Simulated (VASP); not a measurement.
Wanted: the native input for a VASP 6.6.1 run.

```
Task                   : single point
Functional             : LDA
Potentials or basis    : VASP PAW LDA potentials, release 64 (B, As)
Cutoff                 : 500 eV
k mesh                 : 9 × 9 × 9
Occupations            : fermi-dirac, width 0.05 eV
Spin                   : no spin polarisation
Dipole correction      : no
Further INCAR settings : ALGO = Normal; EDIFF = 1e-06; NBANDS = 11
```

The structure of BAs lies in POSCAR:

```
BAs
1.0
    0.0000000000      2.3839410000      2.3839410000
    2.3839410000      0.0000000000      2.3839410000
    2.3839410000      2.3839410000      0.0000000000
B As
1 1
Direct
    0.0000000000      0.0000000000      0.0000000000
    0.2500000000      0.2500000000      0.2500000000
```

These files were run (other wordings do the same):

INCAR

```
PREC = Accurate
ENCUT = 500
EDIFF = 1E-6
ISMEAR = -1
SIGMA = 0.05
LREAL = F
LASPH = T
NELM = 120
ALGO = Normal
ISIF = 2
LWAVE = F
LCHARG = F
GGA = CA
NBANDS = 11
GGA_COMPAT = F
```

KPOINTS

```
Automatic mesh
0
Gamma
  9 9 9
```

Potentials or basis: VASP PAW LDA potentials, release 64 (B, As).

Launch:

```sh
$ cat potpaw_LDA.64/B/POTCAR potpaw_LDA.64/As/POTCAR > POTCAR
$ mpirun -np 1 vasp_std > vasp.out
```

Results of the run:

```yaml
Pressure: -2.3 GPa
Band_gap_on_the_k_mesh: 1.16 eV, indirect (least direct gap 3.26 eV)
```

Run time: 26 s on 1 thread of AMD EPYC 7R13 (shared host), peak memory 0.11 GiB.
